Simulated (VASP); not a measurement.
# Be (Fm-3m) in VASP: a series of runs, part 2 of 2

VASP 6.6.1. Earlier steps stand in the parts before.

## 4. Single point, PBEsol (volume scaled by 0.45)

File INCAR:

```
PREC = Accurate
ENCUT = 520
EDIFF = 1E-6
ISMEAR = -1
SIGMA = 0.05
LREAL = False
LASPH = True
NELM = 60
ALGO = Normal
ISIF = 2
LWAVE = False
LCHARG = False
GGA = PS
NBANDS = 7
```

File KPOINTS:

```
regular mesh
0
Gamma
  23 23 23
```

File POSCAR:

```
Be
1.0
    0.0000000000      1.2058371612      1.2058371612
    1.2058371612      0.0000000000      1.2058371612
    1.2058371612      1.2058371612      0.0000000000
Be
1
Direct
    0.0000000000      0.0000000000      0.0000000000
```

Potentials or basis: VASP PAW PBE potentials, release 64 (Be).

The run is started by

```
cat potpaw_PBE.64/Be/POTCAR > POTCAR
mpirun -np 1 vasp_std > vasp.out
```

OUTCAR:

```text
PREC = Accurate
   ENCUT = 520
   EDIFF = 1E-6
   ISMEAR = -1
   LREAL = False
   LASPH = True
   NELM = 60
   ISIF = 2
   GGA = PS

 ion  position               nearest neighbor table
   1  0.000  0.000  0.000-

  LATTYP: Found a face centered cubic cell.
 ALAT       =     2.4116743224

  Lattice vectors:

 A1 = (   0.0000000000,   1.2058371612,   1.2058371612)
 A2 = (   1.2058371612,   0.0000000000,   1.2058371612)
 A3 = (   1.2058371612,   1.2058371612,   0.0000000000)

Analysis of symmetry for initial positions (statically):
=====================================================================
 Subroutine PRICEL returns:
 Original cell was already a primitive cell.

 Routine SETGRP: Setting up the symmetry group for a
 face centered cubic supercell.

 Subroutine GETGRP returns: Found 48 space group operations
 (whereof 48 operations were pure point group operations)
 out of a pool of 48 trial point group operations.

The static configuration has the point symmetry O_h .

Analysis of symmetry for dynamics (positions and initial velocities):
=====================================================================
 Subroutine PRICEL returns:
 Original cell was already a primitive cell.

 Routine SETGRP: Setting up the symmetry group for a
 face centered cubic supercell.

 Subroutine GETGRP returns: Found 48 space group operations
 (whereof 48 operations were pure point group operations)
 out of a pool of 48 trial point group operations.

The dynamic configuration has the point symmetry O_h .

 Subroutine INISYM returns: Found 48 space group operations
 (whereof 48 operations are pure point group operations),
 and found     1 'primitive' translations

[... 103 lines left out ...]
   NELECT =       2.0000    total number of electrons
   NUPDOWN=      -1.0000    fix difference up-down
   EMIN   =  10.00;   EMAX   =-10.00  energy-range for DOS
   EFERMI =   0.00;   METHOD = LEGACY
   ISMEAR =    -1;   SIGMA  =   0.05  broadening in eV -4-tet -1-fermi 0-gaus
   EFERMI_NEDOS =   21; number of points for ismear=-14 and -15
   IALGO  =     38    algorithm
   IMIX   =      4    mixing-type and parameters
     AMIX     =   0.40;   BMIX     =  1.00
     AMIX_MAG =   1.60;   BMIX_MAG =  1.00
  volume/ion in A,a.u.               =       3.51        23.66
  Fermi-wavevector in a.u.,A,eV,Ry     =   1.357645  2.565577 25.078251  1.843199
  Thomas-Fermi vector in A             =   2.484546
   LORBIT       =      0    0 simple, 1 ext, 2 COOP (PROOUT), +10 PAW based schemes
   GGA     = PS    functional components
   LHFCALC =     F    Hartree Fock is set to
   AEXX    =    0.0000 exact exchange contribution
   IVDW    =     0    specifies the selected vdW correction
   LEPSILON=     F    determine dielectric tensor
   LRPA    =     F    only Hartree local field effects (RPA)
 non-spin polarized calculation
  energy-cutoff  :      520.00
  volume of cell :        3.51
 maximum number of plane-waves:       113
 NGX is ok and might be reduce to    14
   NGX =  7   NGY =  7   NGZ =  7

 number of electron       2.0000000 magnetization

 Free energy of the ion-electron system (eV)
  ---------------------------------------------------
  ext. energy  EPLUGINS =         0.00000000
  ---------------------------------------------------
  free energy    TOTEN  =        -1.14979254 eV

  energy without entropy =       -1.14962725  energy(sigma->0) =       -1.14970990

 E-fermi :  16.4207     XC(G=0): -13.6321

 val. band max:       16.3468448954   @ k =  -0.3478   0.3913   0.0435
 cond. band min:      16.4459650982   @ k =  -0.3478   0.3478   0.0000
 fundamental gap:      0.0991202028
 Fermi energy:        16.4206859446

 k-point     1 :       0.0000    0.0000    0.0000
  band No.  band energies     occupation
      1       0.4377      2.00000
      2      53.1090      0.00000
      3      53.1090      0.00000
      4      53.1090      0.00000
      5      65.5954      0.00000
      6      65.5954      0.00000
      7      65.5954      0.00000
[... 221 lines left out ...]
 k-point    24 :      -0.4783    0.0435    0.0000
  band No.  band energies     occupation
      1       6.9704      2.00000
      2      20.8871      0.00000
      3      46.8998      0.00000
      4      47.0048      0.00000
      5      57.8562      0.00000
      6      61.0807      0.00000
      7      66.2121      0.00000

 [... further k-points ...]
[... 5 lines left out ...]
  --------------------------------------------------------------------------------------
  -------------------------------------------------------------------------------------
  Total        8.1802444      8.1802444      8.1802444      0.0000000     -0.0000000      0.0000000
  in kB     3737.4971867   3737.4971867   3737.4971867      0.0000000     -0.0000000      0.0000000
  external PRESSURE =    3737.4971867 kB  Pullay stress =       0.0000000 kB

 VOLUME and BASIS-vectors are now :
 -----------------------------------------------------------------------------
  energy-cutoff  :      520.00
  volume of cell :        3.51
      direct lattice vectors                 reciprocal lattice vectors
     0.000000000  1.205837161  1.205837161    -0.414649686  0.414649686  0.414649686
     1.205837161  0.000000000  1.205837161     0.414649686 -0.414649686  0.414649686
     1.205837161  1.205837161  0.000000000     0.414649686  0.414649686 -0.414649686

 POSITION                                       TOTAL-FORCE (eV/Angst)
 -----------------------------------------------------------------------------------
      0.00000      0.00000      0.00000         0.000000      0.000000      0.000000
 -----------------------------------------------------------------------------------
    total drift:                                0.000000      0.000000      0.000000

  FREE ENERGIE OF THE ION-ELECTRON SYSTEM (eV)
  ---------------------------------------------------
  free  energy   TOTEN  =        -1.1497925431 eV

  energy  without entropy=       -1.1496272548  energy(sigma->0) =       -1.14970990
```

It took 6.7 s on 1 thread of AMD EPYC 7R13 (Zen 3), shared host; peak memory 0.08 GiB.

Results:

```yaml
Free_energy: -1.1498 eV
Pressure: 373.7 GPa
Band_gap_on_the_k_mesh: zero (band 1 reaches 17.59 eV, above the bottom of band 2 at 16.35 eV)
```

Levels at points of the mesh, in eV from the Fermi level:
```tsv
k point	band 1	band 2	band 3	band 4	band 5
(0.00, 0.00, 0.00)	-15.98	36.69	36.69	36.69	49.17
```

Caveat: the PAW data sets were made with another functional, which shifts forces and pressure a little.

## 5. Single point, PBEsol (volume scaled by 0.55)

File INCAR:

```
PREC = Accurate
ENCUT = 520
EDIFF = 1E-7
ISMEAR = -1
SIGMA = 0.05
LREAL = F
LASPH = T
NELM = 60
ALGO = Normal
ISIF = 2
LWAVE = F
LCHARG = F
GGA = PS
NBANDS = 7
```

KPOINTS is that of step 4.

File POSCAR:

```
Be
1.0
    0.0000000000      1.2892546970      1.2892546970
    1.2892546970      0.0000000000      1.2892546970
    1.2892546970      1.2892546970      0.0000000000
Be
1
Direct
    0.0000000000      0.0000000000      0.0000000000
```

Potentials or basis: VASP PAW PBE potentials, release 64 (Be).

The run is started by

```
cat potpaw_PBE.64/Be/POTCAR > POTCAR
mpirun -np 1 vasp_std > vasp.out
```

OUTCAR:

```text
PREC = Accurate
   ENCUT = 520
   EDIFF = 1E-7
   ISMEAR = -1
   LREAL = F
   LASPH = T
   NELM = 60
   ISIF = 2
   GGA = PS

 ion  position               nearest neighbor table
   1  0.000  0.000  0.000-

  LATTYP: Found a face centered cubic cell.
 ALAT       =     2.5785093940

  Lattice vectors:

 A1 = (   0.0000000000,   1.2892546970,   1.2892546970)
 A2 = (   1.2892546970,   0.0000000000,   1.2892546970)
 A3 = (   1.2892546970,   1.2892546970,   0.0000000000)

Analysis of symmetry for initial positions (statically):
=====================================================================
 Subroutine PRICEL returns:
 Original cell was already a primitive cell.

 Routine SETGRP: Setting up the symmetry group for a
 face centered cubic supercell.

 Subroutine GETGRP returns: Found 48 space group operations
 (whereof 48 operations were pure point group operations)
 out of a pool of 48 trial point group operations.

The static configuration has the point symmetry O_h .

Analysis of symmetry for dynamics (positions and initial velocities):
[... 152 lines left out ...]
  ---------------------------------------------------
  free energy    TOTEN  =        -2.49893305 eV

  energy without entropy =       -2.49873390  energy(sigma->0) =       -2.49883347

 E-fermi :  13.7916     XC(G=0): -12.8160

 val. band max:       13.7723740399   @ k =  -0.3478   0.3478   0.0000
 cond. band min:      14.1053300477   @ k =  -0.3043   0.3913   0.0870
 fundamental gap:      0.3329560077
 Fermi energy:        13.7916424068

 k-point     1 :       0.0000    0.0000    0.0000
  band No.  band energies     occupation
      1      -1.3942      2.00000
      2      45.2064      0.00000
      3      45.2064      0.00000
      4      45.2064      0.00000
      5      56.8952      0.00000
      6      56.8952      0.00000
      7      56.8952      0.00000
[... 221 lines left out ...]
 k-point    24 :      -0.4783    0.0435    0.0000
  band No.  band energies     occupation
      1       5.5678      2.00000
      2      16.6818      0.00000
      3      39.8944      0.00000
      4      40.0142      0.00000
      5      50.1975      0.00000
      6      52.9765      0.00000
      7      57.5518      0.00000

 [... further k-points ...]
[... 5 lines left out ...]
  --------------------------------------------------------------------------------------
  -------------------------------------------------------------------------------------
  Total        5.3712151      5.3712151      5.3712151      0.0000000     -0.0000000      0.0000000
  in kB     2007.8763419   2007.8763419   2007.8763419      0.0000000     -0.0000000      0.0000000
  external PRESSURE =    2007.8763419 kB  Pullay stress =       0.0000000 kB

 VOLUME and BASIS-vectors are now :
 -----------------------------------------------------------------------------
  energy-cutoff  :      520.00
  volume of cell :        4.29
      direct lattice vectors                 reciprocal lattice vectors
     0.000000000  1.289254697  1.289254697    -0.387820964  0.387820964  0.387820964
     1.289254697  0.000000000  1.289254697     0.387820964 -0.387820964  0.387820964
     1.289254697  1.289254697  0.000000000     0.387820964  0.387820964 -0.387820964

 POSITION                                       TOTAL-FORCE (eV/Angst)
 -----------------------------------------------------------------------------------
      0.00000      0.00000      0.00000        -0.000000     -0.000000      0.000000
 -----------------------------------------------------------------------------------
    total drift:                               -0.000000      0.000000     -0.000000

  FREE ENERGIE OF THE ION-ELECTRON SYSTEM (eV)
  ---------------------------------------------------
  free  energy   TOTEN  =        -2.4989330454 eV

  energy  without entropy=       -2.4987339001  energy(sigma->0) =       -2.49883347
```

OSZICAR:

```text
N       E                     dE             d eps       ncg     rms          rms(c)
DAV:   1    -0.907038638909E+00   -0.90704E+00   -0.14392E+03  5929   0.253E+02
DAV:   2    -0.256598844169E+01   -0.16589E+01   -0.16453E+01  6783   0.319E+01
DAV:   3    -0.256692376104E+01   -0.93532E-03   -0.93531E-03  6174   0.709E-01
DAV:   4    -0.256692381916E+01   -0.58117E-07   -0.58014E-07  7441   0.508E-03
DAV:   5    -0.256692381803E+01    0.11349E-08   -0.10862E-11  6167   0.106E-05    0.167E+00
DAV:   6    -0.251779378843E+01    0.49130E-01   -0.12508E-02  5397   0.131E+00    0.106E+00
DAV:   7    -0.249948819510E+01    0.18306E-01   -0.89760E-03  5663   0.110E+00    0.107E-01
DAV:   8    -0.249893334460E+01    0.55485E-03   -0.10410E-04  5754   0.114E-01    0.232E-02
DAV:   9    -0.249893332975E+01    0.14852E-07   -0.17669E-06  6664   0.835E-03    0.412E-03
DAV:  10    -0.249893312970E+01    0.20005E-06   -0.11746E-08  5124   0.620E-04    0.133E-03
DAV:  11    -0.249893304537E+01    0.84329E-07   -0.29771E-09  3255   0.321E-04
   1 F= -.24989330E+01 E0= -.24988335E+01  d E =-.199145E-03
```

It took 7.9 s on 1 thread of AMD EPYC 7R13 (Zen 3), shared host; peak memory 0.08 GiB.

What came out:

| Item | Value |
| --- | --- |
| Free energy | -2.4989 eV |
| Pressure | 200.8 GPa |
| Band gap on the k mesh | zero (band 1 reaches 14.77 eV, above the bottom of band 2 at 13.75 eV) |

Caveat: the PAW data sets were made with another functional, which shifts forces and pressure a little.

## 6. Single point, PBEsol (volume scaled by 0.65)

File INCAR:

```
ALGO = Normal
EDIFF = 1E-7
ENCUT = 520
GGA = PS
ISIF = 2
ISMEAR = -1
LASPH = True
LCHARG = False
LREAL = False
LWAVE = False
NBANDS = 7
NELM = 100
PREC = Accurate
SIGMA = 0.05
```

File KPOINTS:

```
k-points
0
Gamma
  23 23 23
```

File POSCAR:

```
Be
1.0
    0.0000000000      1.3630829265      1.3630829265
    1.3630829265      0.0000000000      1.3630829265
    1.3630829265      1.3630829265      0.0000000000
Be
1
Direct
    0.0000000000      0.0000000000      0.0000000000
```

Potentials or basis: VASP PAW PBE potentials, release 64 (Be).

The run is started by

```
cat potpaw_PBE.64/Be/POTCAR > POTCAR
mpirun -np 1 vasp_std > vasp.out
```

OUTCAR:

```text
EDIFF = 1E-7
   ENCUT = 520
   GGA = PS
   ISIF = 2
   ISMEAR = -1
   LASPH = True
   LREAL = False
   NELM = 100
   PREC = Accurate

 ion  position               nearest neighbor table
   1  0.000  0.000  0.000-

  LATTYP: Found a face centered cubic cell.
 ALAT       =     2.7261658530

  Lattice vectors:

 A1 = (   0.0000000000,   1.3630829265,   1.3630829265)
 A2 = (   1.3630829265,   0.0000000000,   1.3630829265)
 A3 = (   1.3630829265,   1.3630829265,   0.0000000000)

Analysis of symmetry for initial positions (statically):
[... 410 lines left out ...]
      2      13.6997      0.00000
      3      34.7578      0.00000
      4      34.8860      0.00000
      5      44.5594      0.00000
      6      47.0120      0.00000
      7      51.1720      0.00000

 [... further k-points ...]
[... 5 lines left out ...]
  --------------------------------------------------------------------------------------
  -------------------------------------------------------------------------------------
  Total        3.4751842      3.4751842      3.4751842      0.0000000      0.0000000      0.0000000
  in kB     1099.2376213   1099.2376213   1099.2376213      0.0000000      0.0000000      0.0000000
  external PRESSURE =    1099.2376213 kB  Pullay stress =       0.0000000 kB

 VOLUME and BASIS-vectors are now :
 -----------------------------------------------------------------------------
  energy-cutoff  :      520.00
  volume of cell :        5.07
      direct lattice vectors                 reciprocal lattice vectors
     0.000000000  1.363082926  1.363082926    -0.366815540  0.366815540  0.366815540
     1.363082926  0.000000000  1.363082926     0.366815540 -0.366815540  0.366815540
     1.363082926  1.363082926  0.000000000     0.366815540  0.366815540 -0.366815540

 POSITION                                       TOTAL-FORCE (eV/Angst)
 -----------------------------------------------------------------------------------
      0.00000      0.00000      0.00000         0.000000      0.000000      0.000000
 -----------------------------------------------------------------------------------
    total drift:                               -0.000000     -0.000000     -0.000000

  FREE ENERGIE OF THE ION-ELECTRON SYSTEM (eV)
  ---------------------------------------------------
  free  energy   TOTEN  =        -3.2327897034 eV

  energy  without entropy=       -3.2325636760  energy(sigma->0) =       -3.23267669
```

Wall time 8.1 s (1 thread of AMD EPYC 7R13 (Zen 3), shared host); peak memory 0.08 GiB.

What came out:

| Property | Result |
| --- | --- |
| Free energy | -3.2328 eV |
| Pressure | 109.9 GPa |
| Band gap on the k mesh | zero (band 1 reaches 12.69 eV, above the bottom of band 2 at 11.80 eV) |

Levels at points of the mesh, in eV from the Fermi level:
```csv
k point,band 1,band 2,band 3,band 4,band 5
"(0.00, 0.00, 0.00)",-14.37,27.56,27.56,27.56,38.64
```

Caveat: the PAW data sets were made with another functional, which shifts forces and pressure a little.

## 7. The runs side by side

```tsv
cell	gap on the mesh (eV)	pressure (GPa)
a = 1.640 Å, angles 60.0°, 1 atom	none	521.5
a = 1.705 Å, angles 60.0°, 1 atom	none	373.7
a = 1.823 Å, angles 60.0°, 1 atom	none	200.8
a = 1.928 Å, angles 60.0°, 1 atom	none	109.9
```

Alike in all rows: task single point; level PBEsol; potentials or basis VASP PAW PBE potentials, release 64 (Be); no spin polarisation; k mesh 23 × 23 × 23; cutoff (eV) 520; smearing fermi-dirac 0.05 eV.

Caveats: the PAW data sets were made with another functional, which shifts forces and pressure a little.

Total energies depend on the potentials used, so only differences within one code and one set of settings carry meaning.
